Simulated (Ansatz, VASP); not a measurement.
# Two plane-wave programs on Si2N

```
Si N
1.0
     4.90553    0.00000    0.00000
     0.00000    2.77216    0.00000
    -1.24890    0.00000    5.36852
Si N
4 2
Direct
  0.25838 0.00000 0.05728
  0.26007 0.50000 0.59577
  0.74162 0.00000 0.94272
  0.73993 0.50000 0.40423
  0.65285 0.50000 0.71879
  0.34715 0.50000 0.28121
```

Change from the starting cell: the structure that the rattled cell fell into.

Alike in both runs: task relaxation of cell and atoms; functional PBE; k mesh 4 × 6 × 4; occupations gaussian, width 0.1 eV; no spin polarisation.

|  | VASP | Ansatz |
| --- | --- | --- |
| version | VASP 6.6.1 | Ansatz 0.2.0 |
| potentials or method | VASP PAW PBE potentials, release 64 (Si, N), cutoff 600 eV | scalar-relativistic, plane waves, PAW |
| valence electrons in the cell | 26 | 26 |

```tsv
	VASP	Ansatz	Ansatz less VASP
gap on the k mesh at the Fermi level, each at its own relaxed structure (eV)	none	none	-
relaxed volume (Å³/atom)	12.26	12.28	+0.021
relaxed length of the cell vector where the two differ most in proportion (Å)	5.520	5.539	+0.0187
```

A gap of «none» marks a metal or a gap that the smearing closes.

The k mesh is coarse, so the values compare programs but aren't converged.
